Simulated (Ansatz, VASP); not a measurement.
## One calculation of Pt3I2, two programs

```
CELL_PARAMETERS angstrom
3.77330 0.00000 0.00000
-1.88665 3.26777 0.00000
0.00000 0.00000 8.94097
ATOMIC_POSITIONS crystal
Pt 0.00000 0.00000 0.00000
Pt 0.33333 0.66667 0.58804
Pt 0.66667 0.33333 0.41196
I 0.33333 0.66667 0.20083
I 0.66667 0.33333 0.79917
```

Alike in both runs: functional PBE; k mesh 6 × 6 × 4; occupations gaussian, width 0.1 eV; no spin polarisation.

Ansatz relaxed the structure, and its values are those at the end. VASP's run is a single point on that final structure, the one shown.

|  | VASP | Ansatz |
| --- | --- | --- |
| version | VASP 6.6.1 | Ansatz 0.2.0 |
| potentials or method | VASP PAW PBE potentials, release 64 (Pt, I), cutoff 520 eV | scalar-relativistic, plane waves, PAW |
| valence electrons in the cell | 44 | 88 |

VASP gave:

| Quantity | Value |
| --- | --- |
| gap on the k mesh at the Fermi level (eV) | none |
| pressure (GPa) | -0.2 |

Q: Estimate Ansatz's values.

A: gap on the k mesh at the Fermi level (eV): none; pressure (GPa): 0.0.

A gap of «none» marks a metal or a gap that the smearing closes. The functional is the same, so the differences come from potentials, cutoffs and numerics. VASP's potentials hold 44 valence electrons a cell and Ansatz's 88, so a difference there can come from the potentials and not from the codes.

Spin-orbit coupling is off throughout.
